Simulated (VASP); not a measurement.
The system is Ag.

```
Ag
1.0
     2.88889    0.00000    0.00000
     1.44444    2.50185    0.00000
     1.44444    0.83395    2.35876
Ag
1
Direct
  0.00000 0.00000 0.00000
```

| Quantity | Value |
| --- | --- |
| Program | VASP 6.6.1 |
| Task | relaxation of volume and atoms at fixed shape |
| Functional | PBEsol |
| Potentials or basis | VASP PAW PBE potentials, release 64 (Ag) |
| Cutoff | 600 eV |
| k mesh | 20 × 20 × 20 |
| Occupations | methfessel-paxton, width 0.05 eV |
| Spin | no spin polarisation |

At the start: pressure -2.8 GPa; volume 17.05 Å³/atom.

Q: How do energy, volume and symmetry change on relaxing?

A: Over 3 steps the energy falls by 3.7 meV/atom and the volume is 16.63 Å³/atom (-2.4 %); space group Fm-3m (No. 225, to 0.05 Å).

The path:
| step | energy change (eV) | largest force (eV/Å) | pressure (GPa) | volume (Å³) |
| --- | --- | --- | --- | --- |
| 1 | 0.0000 | 0.0000 | -2.77 | 17.05 |
| 2 | -0.0016 | 0.0000 | 2.33 | 16.33 |
| 3 | -0.0037 | 0.0000 | -0.01 | 16.63 |

Final structure:
```
CELL_PARAMETERS angstrom
2.86522 0.00000 0.00000
1.43261 2.48136 0.00000
1.43261 0.82712 2.33945
ATOMIC_POSITIONS crystal
Ag 0.00000 0.00000 0.00000
```

Caveat: the PAW data sets were made with another functional, which shifts forces and pressure a little.
